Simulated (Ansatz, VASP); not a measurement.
## Two plane-wave programs on InGa2N3

```xyz
6
Lattice="6.2776 0.0000 0.0000 -3.1388 5.4365 0.0000 0.0000 0.0000 3.3383" Properties=species:S:1:pos:R:3 pbc="T T T"
In    0.0000    0.0000    0.0000
Ga    0.0000    3.6243    1.6691
Ga    3.1388    1.8122    1.6691
N     3.1388    0.0000    1.6691
N    -1.5694    2.7183    1.6691
N     1.5694    2.7183    1.6691
```

Alike in both runs: functional PBE; k mesh 3 × 3 × 6; occupations gaussian, width 0.1 eV; no spin polarisation.

Ansatz relaxed the structure, and its values are those at the end. VASP's run is a single point on that final structure, the one shown.

|  | VASP | Ansatz |
| --- | --- | --- |
| version | VASP 6.6.1 | Ansatz 0.2.0 |
| potentials or method | VASP PAW PBE potentials, release 64 (In_d, Ga_d, N), cutoff 520 eV | scalar-relativistic, plane waves, PAW |
| valence electrons in the cell | 54 | 54 |

VASP gave:

| Item | Value |
| --- | --- |
| gap on the k mesh at the Fermi level (eV) | none |
| pressure (GPa) | -0.4 |

Question: What did Ansatz give for the same quantities?

Answer: gap on the k mesh at the Fermi level (eV): none; pressure (GPa): -0.1.

A gap of «none» marks a metal or a gap that the smearing closes.

The k mesh is coarse, so the values compare programs but aren't converged.
